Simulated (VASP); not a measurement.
# BeTe (F-43m) in VASP: elastic constants with LDA

Aim: the elastic constants of BeTe with LDA.

Everything below comes from runs of VASP 6.6.1. Logs are shortened: lines on timing, memory, paths and dates and some standing lists are left out, and cuts for length are marked.

**1. The cell of the first run**

Symmetry: F-43m, No. 216, cubic system. Conventional cell: a = 5.557 Å, b = 5.557 Å, c = 5.557 Å, α = 90.00°, β = 90.00°, γ = 90.00°. Within 3.2 Å of Be (site symmetry -43m) lie 4 Te at 2.41 Å. Te (site symmetry -43m) has 4 Be at 2.41 Å within 3.2 Å.

**2. Elastic constants, LDA**

Contents of INCAR:

```
PREC = Accurate
ENCUT = 600
EDIFF = 1E-8
ISMEAR = 0
SIGMA = 0.01
LREAL = False
LASPH = True
NELM = 100
ALGO = Normal
ISIF = 3
LWAVE = False
LCHARG = False
NBANDS = 11
IBRION = 6
NFREE = 2
POTIM = 0.015
NSW = 1
```

Contents of KPOINTS:

```
Automatic mesh
0
Gamma
  8 8 8
```

Contents of POSCAR:

```
BeTe
1.0
    0.0000000000      2.7784000000      2.7784000000
    2.7784000000      0.0000000000      2.7784000000
    2.7784000000      2.7784000000      0.0000000000
Be Te
1 1
Direct
    0.0000000000      0.0000000000      0.0000000000
    0.2500000000      0.2500000000      0.2500000000
```

Potentials or basis: VASP PAW LDA potentials, release 64 (Be, Te).

Run with:

```
cat potpaw_LDA.64/Be/POTCAR potpaw_LDA.64/Te/POTCAR > POTCAR
mpirun -np 1 vasp_std > vasp.out
```

OUTCAR:

```text
PREC = Accurate
   ENCUT = 600
   EDIFF = 1E-8
   ISMEAR = 0
   LREAL = False
   LASPH = True
   NELM = 100
   ISIF = 3
   IBRION = 6
   NFREE = 2
   POTIM = 0.015
   NSW = 1

 ion  position               nearest neighbor table
   1  0.000  0.000  0.000-   2 2.41   2 2.41   2 2.41   2 2.41
   2  0.250  0.250  0.250-   1 2.41   1 2.41   1 2.41   1 2.41

  LATTYP: Found a face centered cubic cell.
 ALAT       =     5.5568000000

  Lattice vectors:

 A1 = (   0.0000000000,   2.7784000000,   2.7784000000)
 A2 = (   2.7784000000,   0.0000000000,   2.7784000000)
 A3 = (   2.7784000000,   2.7784000000,   0.0000000000)

Analysis of symmetry for initial positions (statically):
=====================================================================
 Subroutine PRICEL returns:
 Original cell was already a primitive cell.

 Routine SETGRP: Setting up the symmetry group for a
 face centered cubic supercell.

 Subroutine GETGRP returns: Found 24 space group operations
 (whereof 24 operations were pure point group operations)
 out of a pool of 48 trial point group operations.

The static configuration has the point symmetry T_d .

Analysis of symmetry for dynamics (positions and initial velocities):
=====================================================================
 Subroutine PRICEL returns:
 Original cell was already a primitive cell.

 Routine SETGRP: Setting up the symmetry group for a
 face centered cubic supercell.

 Subroutine GETGRP returns: Found 24 space group operations
 (whereof 24 operations were pure point group operations)
 out of a pool of 48 trial point group operations.

The dynamic configuration has the point symmetry T_d .

 Subroutine INISYM returns: Found 24 space group operations
 (whereof 24 operations are pure point group operations),
 and found     1 'primitive' translations

[... 669 lines left out ...]
      4       3.3960      2.00000
      5       9.5424      0.00000
      6       9.8074      0.00000
      7      12.1373      0.00000
      8      13.2088      0.00000
      9      13.8620      0.00000
     10      16.9773      0.00000
     11      17.3267      0.00000

 [... further k-points ...]

------------------------ aborting loop because EDIFF is reached ----------------------------------------

  FORCE on cell =-STRESS in cart. coord.  units (eV):
  Direction    XX          YY          ZZ          XY          YZ          ZX
  --------------------------------------------------------------------------------------
  -------------------------------------------------------------------------------------
  Total        0.0524586      0.0540922      0.0540922      0.0000000      0.0795108      0.0000000
  in kB        1.9593551      2.0203712      2.0203712      0.0000000      2.9697689      0.0000000
  external PRESSURE =       2.0000325 kB  Pullay stress =       0.0000000 kB
[... 17 lines left out ...]
  FREE ENERGIE OF THE ION-ELECTRON SYSTEM (eV)
  ---------------------------------------------------
  free  energy   TOTEN  =        -8.7258165620 eV

  energy  without entropy=       -8.7258165620  energy(sigma->0) =       -8.72581656

 INTERNAL STRAIN TENSORS FROM STRAINED CELLS
 ============================================

 INTERNAL STRAIN TENSOR FOR ION    1 for displacements in x,y,z  (eV/Angst):
          X           Y           Z          XY          YZ          ZX
  --------------------------------------------------------------------------------
  x    -0.00000     0.00000     0.00000    -0.00000     5.28988     0.00000
  y    -0.00000     0.00000     0.00000    -0.00000     0.00000     5.28982
  z    -0.00000    -0.00000    -0.00000     5.28916     0.00000     0.00000

 INTERNAL STRAIN TENSORS FROM DISPLACED ATOMS
 ============================================

 INTERNAL STRAIN TENSOR FOR ION    1 for displacements in x,y,z  (eV/Angst):
          X           Y           Z          XY          YZ          ZX
  --------------------------------------------------------------------------------
  x     0.00000     0.00000     0.00000     0.00000     5.30341     0.00000
  y     0.00000    -0.00000     0.00000     0.00000     0.00000     5.30341
  z     0.00000     0.00000     0.00000     5.30341     0.00000     0.00000

 INTERNAL STRAIN TENSOR FOR ION    2 for displacements in x,y,z  (eV/Angst):
          X           Y           Z          XY          YZ          ZX
  --------------------------------------------------------------------------------
  x     0.00000    -0.00000    -0.00000     0.00000    -5.30425     0.00000
  y     0.00000    -0.00000     0.00000     0.00000     0.00000    -5.30425
  z    -0.00000    -0.00000     0.00000    -5.30425     0.00000     0.00000

 Eigenvectors and eigenvalues of the dynamical matrix
 ----------------------------------------------------

   1 f  =   14.478578 THz    90.971589 2PiTHz  482.953377 cm-1    59.878560 meV
             X         Y         Z           dx          dy          dz
      0.000000  0.000000  0.000000     0.000000    0.966448    0.000000
      1.389200  1.389200  1.389200     0.000000   -0.256862    0.000000
[... 21 lines left out ...]
   6 f/i=    0.000101 THz     0.000632 2PiTHz    0.003353 cm-1     0.000416 meV
             X         Y         Z           dx          dy          dz
      0.000000  0.000000  0.000000     0.000000   -0.256862    0.000000
      1.389200  1.389200  1.389200     0.000000   -0.966448    0.000000

--------------------------------------------------------------------------------------------------------

 ELASTIC MODULI CONTR FROM IONIC RELAXATION (kBar)
 Direction    XX          YY          ZZ          XY          YZ          ZX
 --------------------------------------------------------------------------------
 XX          -0.0000      0.0000      0.0000     -0.0000      0.0000      0.0000
 YY           0.0000     -0.0000      0.0000     -0.0000     -0.0000     -0.0000
 ZZ           0.0000      0.0000     -0.0000     -0.0000     -0.0000      0.0000
 XY          -0.0000     -0.0000     -0.0000   -145.5078     -0.0000      0.0000
 YZ           0.0000     -0.0000     -0.0000     -0.0000   -145.5078      0.0000
 ZX           0.0000     -0.0000      0.0000      0.0000      0.0000   -145.5078
 --------------------------------------------------------------------------------

 TOTAL ELASTIC MODULI (kBar)
 Direction    XX          YY          ZZ          XY          YZ          ZX
 --------------------------------------------------------------------------------
 XX        1061.4223    434.8280    434.8280     -0.0000      0.0000      0.0000
 YY         434.8280   1061.4223    434.8280     -0.0000     -0.0000     -0.0000
 ZZ         434.8280    434.8280   1061.4223     -0.0000     -0.0000      0.0000
 XY          -0.0000     -0.0000     -0.0000    532.2258     -0.0000      0.0000
 YZ           0.0000     -0.0000     -0.0000     -0.0000    532.2258      0.0000
 ZX           0.0000     -0.0000      0.0000      0.0000      0.0000    532.2258
 --------------------------------------------------------------------------------
```

OSZICAR:

```text
N       E                     dE             d eps       ncg     rms          rms(c)
DAV:   1     0.202447183717E+02    0.20245E+02   -0.36343E+03   638   0.669E+02
DAV:   2    -0.775520003199E+01   -0.28000E+02   -0.27191E+02   833   0.940E+01
[... 180 lines left out ...]
DAV:   1    -0.872531645717E+01    0.50010E-03   -0.28455E-01  2120   0.244E+00    0.127E-01
DAV:   2    -0.872585586095E+01   -0.53940E-03   -0.66171E-03  2522   0.519E-01    0.676E-02
DAV:   3    -0.872581773998E+01    0.38121E-04   -0.11471E-04  2501   0.673E-02    0.254E-02
DAV:   4    -0.872581664941E+01    0.10906E-05   -0.60104E-06  2581   0.154E-02    0.127E-02
DAV:   5    -0.872581655307E+01    0.96342E-07   -0.65632E-07  2407   0.448E-03    0.329E-03
DAV:   6    -0.872581656199E+01   -0.89190E-08   -0.57816E-08  2526   0.147E-03
  17 F= -.87258166E+01 E0= -.87258166E+01  d E =-.974946E-17
```

stdout:

```text
POSCAR found type information on POSCAR BeTe
 POSCAR found :  2 types and       2 ions
 scaLAPACK will be used
 LDA part: xc-table for (Slater(with rela. corr.)+CA(PZ))
 , standard interpolation
 POSCAR, INCAR and KPOINTS ok, starting setup
 FFT: planning ... GRIDC
 FFT: planning ... GRID_SOFT
 FFT: planning ... GRID
 WAVECAR not read
 entering main loop
 Found     2 degrees of freedom:
 Adding 6 more for cell shape distortion
 Finite differences POTIM= 0.01500 DOF=   8
 bond charge predicted
 Finite differences progress:
 bond charge predicted
 Finite differences progress:
 bond charge predicted
 Finite differences progress:
 bond charge predicted
 Finite differences progress:
 bond charge predicted
 Finite differences progress:
 bond charge predicted
 Finite differences progress:
 bond charge predicted
 Finite differences progress:
 bond charge predicted
 Finite differences progress:
 bond charge predicted
 Finite differences progress:
 bond charge predicted
 Finite differences progress:
 bond charge predicted
 Finite differences progress:
 bond charge predicted
 Finite differences progress:
 bond charge predicted
 Finite differences progress:
 bond charge predicted
 Finite differences progress:
 bond charge predicted
 Finite differences progress:
 bond charge predicted
 Finite differences progress:
```

Wall time 3.1 min (1 thread of Intel Xeon Platinum 8559C (Emerald Rapids), shared host); peak memory 0.27 GiB.

What came out:

| Property | Result |
| --- | --- |
| Elastic constants C11, C12, C44 | 106, 43, 53 GPa |
| Voigt bulk modulus | 64 GPa |
| Highest phonon frequency at Γ, LO-TO splitting left out | 483 cm⁻¹ |

Phonon frequencies in cm⁻¹ (negative: imaginary):
```
              q point        frequencies
(0.000, 0.000, 0.000)  0 0 0 483 483 483
```

Elastic tensor in Voigt notation (GPa, in the Cartesian axes of the cell as first typed):
```
106  43  43   0   0   0
 43 106  43   0   0   0
 43  43 106   0   0   0
  0   0   0  53   0   0
  0   0   0   0  53   0
  0   0   0   0   0  53
```

Clamped-ion elastic tensor (GPa):
```
106  43  43   0   0   0
 43 106  43   0   0   0
 43  43 106   0   0   0
  0   0   0  68   0   0
  0   0   0   0  68   0
  0   0   0   0   0  68
```

Caveat: spin-orbit coupling is left out, which moves the levels of the heavy elements.
